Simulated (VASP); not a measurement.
Wanted: the native input for a VASP 6.6.1 run.

```yaml
Task: relaxation of cell and atoms
Functional: PBE
Potentials_or_basis: VASP PAW PBE potentials, release 64 (Si, C)
Cutoff: 600 eV
k_mesh: 6 × 10 × 10
Occupations: gaussian, width 0.1 eV
Spin: no spin polarisation
Dipole_correction: no
Further_INCAR_settings: ALGO = Normal; EDIFF = 1e-07; IBRION = 2; EDIFFG = -0.01; NSW = 100; ISIF = 3
```

The structure of SiC lies in POSCAR:

```
SiC
1.0
    6.7710471470      0.0000000000      0.0000000000
    0.0000000000      2.5181494849      2.4741656258
    0.0000000000     -2.5181494849      2.4741656258
Si C
4 4
Direct
    0.3678672029      0.2484709042      0.8857518093
    0.8678672029      0.3857518093      0.7484709042
    0.1321327971      0.7484709042      0.3857518093
    0.6321327971      0.8857518093      0.2484709042
    0.3709766047      0.7312947886      0.1344824980
    0.8709766047      0.6344824980      0.2312947886
    0.1290233953      0.2312947886      0.6344824980
    0.6290233953      0.1344824980      0.7312947886
```

One way to write it, as run:

INCAR

```
PREC = Accurate
ENCUT = 600
EDIFF = 1E-7
ISMEAR = 0
SIGMA = 0.1
LREAL = F
LASPH = T
NELM = 60
ALGO = Normal
ISIF = 3
LWAVE = F
LCHARG = F
GGA = PE
IBRION = 2
NSW = 100
EDIFFG = -0.01
```

KPOINTS

```
Automatic mesh
0
Gamma
  6 10 10
```

Potentials or basis: VASP PAW PBE potentials, release 64 (Si, C).

Command:

```bash
$ cat potpaw_PBE.64/Si/POTCAR potpaw_PBE.64/C/POTCAR > POTCAR
$ mpirun -np 1 vasp_std > vasp.out
```

Results of the run:

```
Relaxed volume                         : 10.55 Å³/atom
Relaxed cell                           : a = 6.768 Å, b = 3.531 Å, c = 3.531 Å, α = 91.01°, β = 90.00°, γ = 90.00°
Space group after relaxing (to 0.05 Å) : Aea2 (No. 41)
Energy gained by relaxing              : 0.0 meV/atom
Ionic steps                            : 4
Pressure after relaxing                : 0.0 GPa
Largest force after relaxing           : 0.007 eV/Å
Band gap on the k mesh                 : zero (band 16 reaches 9.04 eV, above the bottom of band 17 at 8.71 eV)
```

Wall time 9.5 min on 1 thread of Oxide Virtual Turin-like Processor (shared host), peak memory 0.31 GiB.
